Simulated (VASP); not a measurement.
Runs of VASP 6.6.1 on Sn. The structure is that of space group Fd-3m (No. 227), or close to it. The cells are those of the table. This isn't the form of Sn at room conditions, which is tetragonal (white tin).

```csv
cell,gap on the mesh (eV),pressure (GPa)
"a = 4.625 Å, angles 60.0°, 2 atoms",none,(a)
"a = 4.504 Å, angles 60.0°, 2 atoms",none,(b)
"a = 4.437 Å, angles 60.0°, 2 atoms",none,6.9
"a = 4.306 Å, angles 60.0°, 2 atoms",-,14.8
"a = 4.381 Å, angles 60.0°, 2 atoms",-,9.9
```

Alike in all rows: task single point; level PBEsol; potentials or basis VASP PAW PBE potentials, release 64 (Sn_d); no spin polarisation; k mesh 14 × 14 × 14; cutoff (eV) 520; smearing fermi-dirac 0.08 eV.

Estimate the missing entries.

(a) -0.1; (b) 3.9.

Caveats: the PAW data sets were made with another functional, which shifts forces and pressure a little; spin-orbit coupling is left out, which moves the levels of the heavy elements; the cell stands under pressure (at least some runs).

A k mesh can miss the band edges, and the runs leave out spin-orbit coupling on Sn.

A gap of «none» marks levels without a gap at the run's occupations.
